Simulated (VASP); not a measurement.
# B (P4/mmm) in VASP: notebook

B is run at these levels: PBE0, PBEsol-based global hybrid, B3LYP, HSE06; tasks: single point.

Program: VASP 6.6.1. These are calculated values, not measurements. Logs are shortened: lines on timing, memory, paths and dates and some standing lists are left out, and cuts for length are marked.

## (1) The cell of the first run

The structure is tetragonal, space group P4/mmm (No. 123). The conventional cell has a = 2.339 Å, b = 2.339 Å, c = 1.580 Å, α = 90.00°, β = 90.00°, γ = 90.00°. Within 2.1 Å of B (site symmetry 4/mmm) lie 2 B at 1.58 Å.

## (2) Single point, PBE0

POSCAR reads:

```
B
1.0
    2.3394844197      0.0000000000      0.0000000000
    0.0000000000      2.3394844197      0.0000000000
    0.0000000000      0.0000000000      1.5795469168
B
1
Direct
    0.5000000000      0.5000000000      0.5000000000
```

INCAR.step1 reads:

```
SYSTEM = B
  PREC = Accurate
  ENCUT = 520
  EDIFF = 1E-5
  ISMEAR = -1
  SIGMA = 0.05
  LREAL = .False.
  LASPH = .True.
  NELM = 80
  ALGO = Normal
  ISIF = 2
  LWAVE = .True.
  LCHARG = .False.
  GGA = PE
  NBANDS = 8
```

INCAR.step2 reads:

```
SYSTEM = B
  PREC = Accurate
  ENCUT = 520
  EDIFF = 1E-7
  ISMEAR = -1
  SIGMA = 0.05
  LREAL = .False.
  LASPH = .True.
  NELM = 80
  ALGO = Normal
  ISIF = 2
  LWAVE = .False.
  LCHARG = .False.
  GGA = PE
  LHFCALC = .True.
  AEXX = 0.25
  PRECFOCK = Normal
  ISTART = 1
  NBANDS = 8
```

KPOINTS reads:

```
regular mesh
0
Gamma
  6 6 8
  0 0 0
```

Potentials or basis: VASP PAW PBE potentials, release 64 (B).

Launch:

```bash
$ cat potpaw_PBE.64/B/POTCAR > POTCAR
$ cp INCAR.step1 INCAR
$ mpirun -np 1 vasp_std > vasp.out
$ cp INCAR.step2 INCAR
$ mpirun -np 1 vasp_std > vasp.out
```

OUTCAR:

```text
SYSTEM = B
   PREC = Accurate
   ENCUT = 520
   EDIFF = 1E-7
   ISMEAR = -1
   LREAL = .False.
   LASPH = .True.
   NELM = 80
   ISIF = 2
   GGA = PE
   LHFCALC = .True.
   AEXX = 0.25
   PRECFOCK = Normal
   ISTART = 1

 ion  position               nearest neighbor table
   1  0.500  0.500  0.500-

  LATTYP: Found a simple tetragonal cell.
 ALAT       =     2.3394844197
 C/A-ratio  =     0.6751688122

  Lattice vectors:

 A1 = (   2.3394844197,   0.0000000000,   0.0000000000)
 A2 = (   0.0000000000,   2.3394844197,   0.0000000000)
 A3 = (   0.0000000000,   0.0000000000,   1.5795469168)

Analysis of symmetry for initial positions (statically):
=====================================================================
 Subroutine PRICEL returns:
 Original cell was already a primitive cell.

 Routine SETGRP: Setting up the symmetry group for a
 simple tetragonal supercell.

 Subroutine GETGRP returns: Found 16 space group operations
 (whereof 16 operations were pure point group operations)
 out of a pool of 16 trial point group operations.

The static configuration has the point symmetry D_4h.

Analysis of symmetry for dynamics (positions and initial velocities):
=====================================================================
 Subroutine PRICEL returns:
 Original cell was already a primitive cell.

 Routine SETGRP: Setting up the symmetry group for a
 simple tetragonal supercell.

 Subroutine GETGRP returns: Found 16 space group operations
 (whereof 16 operations were pure point group operations)
 out of a pool of 16 trial point group operations.

The dynamic configuration has the point symmetry D_4h.

 Subroutine INISYM returns: Found 16 space group operations
 (whereof 16 operations are pure point group operations),
 and found     1 'primitive' translations

----------------------------------------------------------------------------------------

                                     Primitive cell

  volume of cell :       8.6452

  direct lattice vectors                    reciprocal lattice vectors
     2.339484420  0.000000000  0.000000000     0.427444608  0.000000000  0.000000000
     0.000000000  2.339484420  0.000000000     0.000000000  0.427444608  0.000000000
     0.000000000  0.000000000  1.579546917     0.000000000  0.000000000  0.633092939

  length of vectors
     2.339484420  2.339484420  1.579546917     0.427444608  0.427444608  0.633092939

  position of ions in fractional coordinates (direct lattice)
     0.500000000  0.500000000  0.500000000

  ion indices of the primitive-cell ions
   primitive index   ion index
                 1           1

----------------------------------------------------------------------------------------

 KPOINTS: regular mesh

Automatic generation of k-mesh.
 Grid dimensions read from file:
 generate k-points for:    6    6    8

 Generating k-lattice:

  Cartesian coordinates                     Fractional coordinates (reciprocal lattice)
     0.071240768  0.000000000  0.000000000     0.166666667  0.000000000  0.000000000
     0.000000000  0.071240768  0.000000000     0.000000000  0.166666667  0.000000000
     0.000000000  0.000000000  0.079136617     0.000000000  0.000000000  0.125000000

  Length of vectors
     0.071240768  0.071240768  0.079136617

  Shift w.r.t. Gamma in fractional coordinates (k-lattice)
     0.000000000  0.000000000  0.000000000

 Subroutine IBZKPT returns following result:
 ===========================================

 Found     50 irreducible k-points:

 Following reciprocal coordinates:
            Coordinates               Weight
  0.000000  0.000000  0.000000      1.000000
  0.166667  0.000000  0.000000      4.000000
  0.333333  0.000000  0.000000      4.000000
  0.500000  0.000000  0.000000      2.000000
  0.166667  0.166667  0.000000      4.000000
  0.333333  0.166667  0.000000      8.000000
[... 16 lines left out ...]
  0.333333  0.000000  0.250000      8.000000
  0.500000  0.000000  0.250000      4.000000
 [... further k-points ...]
   k-points           NKPTS =     50   k-points in BZ     NKDIM =    288   number of bands    NBANDS=      8
   number of dos      NEDOS =    301   number of ions     NIONS =      1
   total plane-waves  NPLWV =   3888
   dimension x,y,z NGX =    18 NGY =   18 NGZ =   12
   dimension x,y,z NGXF=    36 NGYF=   36 NGZF=   24
   ions per type =               1
   NGX,Y,Z   is equivalent  to a cutoff of  12.79, 12.79, 12.63 a.u.
   NGXF,Y,Z  is equivalent  to a cutoff of  25.58, 25.58, 25.26 a.u.
 SYSTEM =  B
   PREC   = accura    normal or accurate (medium, high low for compatibility)
   ISTART =      1    job   : 0-new  1-cont  2-samecut
   ICHARG =      0    charge: 1-file 2-atom 10-const
   ISPIN  =      1    spin polarized calculation?
   LNONCOLLINEAR =      F non collinear calculations
   LSORBIT =      F    spin-orbit coupling
   LASPH  =      T    aspherical Exc in radial PAW
   ENCUT  =  520.0 eV  38.22 Ry    6.18 a.u.   4.35  4.35  2.94*2*pi/ulx,y,z
   NELM   =     80;   NELMIN=  2; NELMDL=  0     # of ELM steps
   EDIFF  = 0.1E-06   stopping-criterion for ELM
   LREAL  =      F    real-space projection
   EDIFFG = 0.1E-05   stopping-criterion for IOM
   NSW    =      0    number of steps for IOM
   IBRION =     -1    ionic relax: 0-MD 1-quasi-New 2-CG
   NFREE  =      0    steps in history (QN), initial steepest desc. (CG)
   ISIF   =      2    stress and relaxation
   ISYM   =      3    0-nonsym 1-usesym 2-fastsym
   POTIM  = 0.5000    time-step for ionic-motion
   TEBEG  =    0.0;   TEEND  =   0.0 temperature during run
   PSTRESS=    0.0 pullay stress
   NELECT =       3.0000    total number of electrons
   NUPDOWN=      -1.0000    fix difference up-down
   EMIN   =  10.00;   EMAX   =-10.00  energy-range for DOS
   EFERMI =   0.00;   METHOD = LEGACY
   ISMEAR =    -1;   SIGMA  =   0.05  broadening in eV -4-tet -1-fermi 0-gaus
   EFERMI_NEDOS =   21; number of points for ismear=-14 and -15
   IALGO  =     38    algorithm
   IMIX   =      1    mixing-type and parameters
     AMIX     =   0.40;   BMIX     =  1.00
     AMIX_MAG =   1.60;   BMIX_MAG =  1.00
  volume/ion in A,a.u.               =       8.65        58.34
  Fermi-wavevector in a.u.,A,eV,Ry     =   1.150423  2.173985 18.006951  1.323474
  Thomas-Fermi vector in A             =   2.287087
   LORBIT       =      0    0 simple, 1 ext, 2 COOP (PROOUT), +10 PAW based schemes
   GGA     = PE    functional components
   LHFCALC =     T    Hartree Fock is set to
   PRECFOCK=normal    Normal, Fast or Accurate (Low or Medium for compatibility)
   ENCUT4O =  -1.0   cutoff for four orbital integrals eV
   NKREDX  =     1    reduce k-point grid by
   NKREDY  =     1    reduce k-point grid by
   NKREDZ  =     1    reduce k-point grid by
   AEXX    =    0.2500 exact exchange contribution
   HFSCREEN=    0.0000 screening length (either q_TF or 0.3 A-1)
   HFSCREENC=   0.0000 screening length for correlation (either q_TF or 0.3 A-1)
   ENCUTFOCK=  -1.0 apply spherical cutoff to Coloumb kernel
   IVDW    =     0    specifies the selected vdW correction
   LEPSILON=     F    determine dielectric tensor
   LRPA    =     F    only Hartree local field effects (RPA)
 non-spin polarized calculation
  energy-cutoff  :      520.00
  volume of cell :        8.65
 maximum number of plane-waves:       254
 NGX is ok and might be reduce to    18
  NGX = 14; NGY = 14; NGZ = 10

 number of electron       3.0000000 magnetization

 Free energy of the ion-electron system (eV)
  ---------------------------------------------------
  ext. energy  EPLUGINS =         0.00000000
  ---------------------------------------------------
  free energy    TOTEN  =        -6.59752827 eV

  energy without entropy =       -6.59559489  energy(sigma->0) =       -6.59656158

 E-fermi :   4.7327     XC(G=0):  -8.7258

 val. band max:        4.7326501870   @ k =   0.3333   0.3333   0.1250
 cond. band min:       5.5349956631   @ k =   0.5000   0.3333   0.1250
 fundamental gap:      0.8023454761
 Fermi energy:         4.7327081543

 k-point     1 :       0.0000    0.0000    0.0000
  band No.  band energies     occupation
      1     -11.3973      2.00000
      2      10.8923      0.00000
      3      10.8923      0.00000
      4      20.6135      0.00000
      5      21.7994      0.00000
      6      34.0488      0.00000
      7      42.8408      0.00000
      8      42.8408      0.00000

 k-point     2 :       0.1667    0.0000    0.0000
  band No.  band energies     occupation
      1     -10.7109      2.00000
      2       6.8106      0.00000
      3      11.3258      0.00000
      4      21.9226      0.00000
      5      25.5852      0.00000
      6      34.2399      0.00000
      7      36.4043      0.00000
      8      38.8517      0.00000

 k-point     3 :       0.3333    0.0000    0.0000
  band No.  band energies     occupation
      1      -8.6765      2.00000
      2       0.1423      2.00000
      3      12.3374      0.00000
      4      23.7378      0.00000
      5      29.2216      0.00000
      6      31.1042      0.00000
      7      34.6441      0.00000
      8      38.8010      0.00000

 k-point     4 :       0.5000    0.0000    0.0000
  band No.  band energies     occupation
      1      -6.1384      2.00000
      2      -3.8714      2.00000
      3      12.9488      0.00000
      4      26.5237      0.00000
      5      26.5459      0.00000
      6      29.0517      0.00000
      7      34.8590      0.00000
      8      44.5881      0.00000

 k-point     5 :       0.1667    0.1667    0.0000
  band No.  band energies     occupation
      1     -10.0278      2.00000
      2       6.6718      0.00000
      3       8.1367      0.00000
      4      24.2585      0.00000
      5      26.9347      0.00000
      6      32.0711      0.00000
      7      34.4248      0.00000
      8      44.7141      0.00000

 k-point     6 :       0.3333    0.1667    0.0000
  band No.  band energies     occupation
      1      -8.0066      2.00000
      2       0.7162      2.00000
      3       8.9491      0.00000
      4      21.6663      0.00000
      5      29.6820      0.00000
      6      34.8152      0.00000
      7      35.2669      0.00000
      8      42.4803      0.00000

 k-point     7 :       0.5000    0.1667    0.0000
  band No.  band energies     occupation
      1      -5.5083      2.00000
      2      -3.2026      2.00000
      3       9.8949      0.00000
      4      19.7606      0.00000
      5      30.5196      0.00000
      6      35.0222      0.00000
      7      36.5113      0.00000
      8      45.7951      0.00000
[... 133 lines left out ...]
 k-point    20 :       0.5000    0.5000    0.1250
  band No.  band energies     occupation
      1      -0.2603      2.00000
      2       0.9434      2.00000
      3       0.9434      2.00000
      4      11.8085      0.00000
      5      31.8557      0.00000
      6      42.5840      0.00000
      7      42.5840      0.00000
      8      53.0883      0.00000

 k-point    21 :       0.0000    0.0000    0.2500
  band No.  band energies     occupation
      1      -8.3221      2.00000
      2      14.3656      0.00000
      3      14.3656      0.00000
      4      16.4790      0.00000
      5      24.4994      0.00000
      6      28.6454      0.00000
      7      43.8308      0.00000
      8      43.8308      0.00000

 k-point    22 :       0.1667    0.0000    0.2500
  band No.  band energies     occupation
      1      -7.6587      2.00000
      2       9.9351      0.00000
      3      14.7786      0.00000
      4      18.1559      0.00000
      5      27.4640      0.00000
      6      29.2692      0.00000
      7      39.6932      0.00000
      8      42.1046      0.00000

 k-point    23 :       0.3333    0.0000    0.2500
  band No.  band energies     occupation
      1      -5.7499      2.00000
      2       3.6413      2.00000
      3      15.7327      0.00000
      4      19.5781      0.00000
      5      28.7041      0.00000
      6      32.7233      0.00000
      7      34.8128      0.00000
      8      37.0299      0.00000

 k-point    24 :       0.5000    0.0000    0.2500
  band No.  band energies     occupation
      1      -3.8074      2.00000
      2       0.3302      2.00000
      3      16.2992      0.00000
      4      20.3204      0.00000
      5      28.9179      0.00000
      6      32.8701      0.00000
      7      33.6247      0.00000
      8      34.9506      0.00000

 [... further k-points ...]
[... 5 lines left out ...]
  --------------------------------------------------------------------------------------
  -------------------------------------------------------------------------------------
  Total       -0.0171764     -0.0171764      0.0006734      0.0000000     -0.0000000      0.0000000
  in kB       -3.1832384     -3.1832384      0.1247929      0.0000000     -0.0000000      0.0000000
  external PRESSURE =      -2.0805613 kB  Pullay stress =       0.0000000 kB

 VOLUME and BASIS-vectors are now :
 -----------------------------------------------------------------------------
  energy-cutoff  :      520.00
  volume of cell :        8.65
      direct lattice vectors                 reciprocal lattice vectors
     2.339484420  0.000000000  0.000000000     0.427444608  0.000000000  0.000000000
     0.000000000  2.339484420  0.000000000     0.000000000  0.427444608  0.000000000
     0.000000000  0.000000000  1.579546917     0.000000000  0.000000000  0.633092939

 POSITION                                       TOTAL-FORCE (eV/Angst)
 -----------------------------------------------------------------------------------
      1.16974      1.16974      0.78977         0.000000      0.000000      0.000000
 -----------------------------------------------------------------------------------
    total drift:                               -0.000000     -0.000000      0.000000

  FREE ENERGIE OF THE ION-ELECTRON SYSTEM (eV)
  ---------------------------------------------------
  free  energy   TOTEN  =        -6.5975282709 eV

  energy  without entropy=       -6.5955948925  energy(sigma->0) =       -6.59656158
```

Wall time 4.5 min (1 thread of AMD EPYC 7R13, shared host); peak memory 0.08 GiB.

Results:

```
Free energy : -6.5975 eV
Pressure    : -0.2 GPa
```

Levels at points of the mesh, in eV from the Fermi level:
```tsv
k point	band 1	band 2	band 3	band 4
(0.00, 0.00, 0.00)	-16.13	6.16	6.16	15.88
(0.50, 0.00, 0.00)	-10.87	-8.60	8.22	21.79
(0.50, 0.50, 0.00)	-5.37	-4.88	-4.88	6.08
(0.00, 0.00, 0.50)	-7.17	2.71	16.04	16.04
(0.50, 0.00, 0.50)	-4.91	5.96	8.71	12.18
(0.50, 0.50, 0.50)	-3.03	8.64	8.64	15.83
```

Caveat: the k points lie up to 0.50 Å⁻¹ apart; the PAW data sets were made with another functional, which shifts forces and pressure a little.

## (3) Single point, PBEsol-based global hybrid

This run uses another cell than the first one, of 8.73 Å³/atom, 1.010 times its volume.

POSCAR reads:

```
B
1.0
    2.3461100000      0.0000000000      0.0000000000
    0.0000000000      2.3461100000      0.0000000000
    0.0000000000      0.0000000000      1.5857900000
B
1
Direct
    0.5000000000      0.5000000000      0.5000000000
```

INCAR.step1 reads:

```
ALGO = Normal
EDIFF = 1E-5
ENCUT = 520
GGA = PE
ISIF = 2
ISMEAR = -1
LASPH = T
LCHARG = F
LREAL = F
LWAVE = T
NBANDS = 8
NELM = 80
PREC = Accurate
SIGMA = 0.05
```

INCAR.step2 reads:

```
AEXX = 0.25
ALGO = Normal
EDIFF = 1E-7
ENCUT = 520
GGA = PS
ISIF = 2
ISMEAR = -1
ISTART = 1
LASPH = T
LCHARG = F
LHFCALC = T
LREAL = F
LWAVE = F
NBANDS = 8
NELM = 80
PREC = Accurate
PRECFOCK = Normal
SIGMA = 0.05
```

KPOINTS reads:

```
k-points
0
Gamma
  6 6 8
```

Potentials or basis: VASP PAW PBE potentials, release 64 (B).

Launch:

```bash
$ cat potpaw_PBE.64/B/POTCAR > POTCAR
$ cp INCAR.step1 INCAR
$ mpirun -np 1 vasp_std > vasp.out
$ cp INCAR.step2 INCAR
$ mpirun -np 1 vasp_std > vasp.out
```

It took 5.3 min on 1 thread of AMD EPYC 7R13, shared host; peak memory 0.08 GiB.

Results (log left out):

* Free energy: -6.8061 eV
* Pressure: -3.4 GPa

Stress tensor (GPa, compression positive):
```
-2.82  0.00  0.00
 0.00 -2.82  0.00
 0.00  0.00 -4.68
```

Levels at points of the mesh, in eV from the Fermi level:
```
           k point  band 1  band 2  band 3  band 4
(0.00, 0.00, 0.00)  -16.04    6.13    6.13   15.81
(0.50, 0.00, 0.00)  -10.80   -8.57    8.18   21.62
(0.50, 0.50, 0.00)   -5.33   -4.85   -4.85    6.01
(0.00, 0.00, 0.50)   -7.11    2.64   15.90   15.90
(0.50, 0.00, 0.50)   -4.86    5.88    8.60   12.09
(0.50, 0.50, 0.50)   -2.99    8.55    8.55   15.65
```

Caveat: the k points lie up to 0.50 Å⁻¹ apart; the PAW data sets were made with another functional, which shifts forces and pressure a little.

## (4) Single point, B3LYP

This run uses another cell than the first one, of 8.73 Å³/atom, 1.010 times its volume.

POSCAR is that of step 3.

INCAR.step1 reads:

```
SYSTEM = B
  PREC = Accurate
  ENCUT = 520
  EDIFF = 1E-5
  ISMEAR = -1
  SIGMA = 0.05
  LREAL = .FALSE.
  LASPH = .TRUE.
  NELM = 60
  ALGO = Normal
  ISIF = 2
  LWAVE = .TRUE.
  LCHARG = .FALSE.
  GGA = PE
  NBANDS = 8
```

INCAR.step2 reads:

```
SYSTEM = B
  PREC = Accurate
  ENCUT = 520
  EDIFF = 1E-6
  ISMEAR = -1
  SIGMA = 0.05
  LREAL = .FALSE.
  LASPH = .TRUE.
  NELM = 60
  ALGO = Normal
  ISIF = 2
  LWAVE = .FALSE.
  LCHARG = .FALSE.
  GGA = B3
  LHFCALC = .TRUE.
  AEXX = 0.2
  AGGAX = 0.72
  AGGAC = 0.81
  ALDAC = 0.19
  PRECFOCK = Normal
  ISTART = 1
  NBANDS = 8
```

KPOINTS reads:

```
Automatic mesh
0
G
  6 6 8
  0 0 0
```

Launch:

```bash
$ cat potpaw_PBE.64/B/POTCAR > POTCAR
$ cp INCAR.step1 INCAR
$ mpirun -np 1 vasp_std > vasp.out
$ cp INCAR.step2 INCAR
$ mpirun -np 1 vasp_std > vasp.out
```

Wall time 3.2 min (1 thread of AMD EPYC 7R13, shared host); peak memory 0.08 GiB.

Results (log left out):

```
Free energy : -6.0066 eV
Pressure    : 0.8 GPa
```

Stress tensor (GPa, compression positive):
```
  8.48   0.00   0.00
  0.00   8.48   0.00
  0.00   0.00 -14.52
```

Levels at points of the mesh, in eV from the Fermi level:
```tsv
k point	band 1	band 2	band 3	band 4	band 5
(0.00, 0.00, 0.00)	-15.43	5.79	5.79	15.89	17.02
(0.50, 0.00, 0.00)	-10.44	-8.02	7.72	21.53	21.85
(0.50, 0.50, 0.00)	-5.26	-4.54	-4.54	6.54	29.61
(0.00, 0.00, 0.50)	-6.92	2.67	15.35	15.35	23.21
(0.50, 0.00, 0.50)	-4.81	5.77	8.42	12.28	16.61
(0.50, 0.50, 0.50)	-3.05	8.27	8.27	15.23	16.74
```

Caveat: the k points lie up to 0.50 Å⁻¹ apart; the PAW data sets were made with another functional, which shifts forces and pressure a little.

(Part 1 of 2 ends here.)
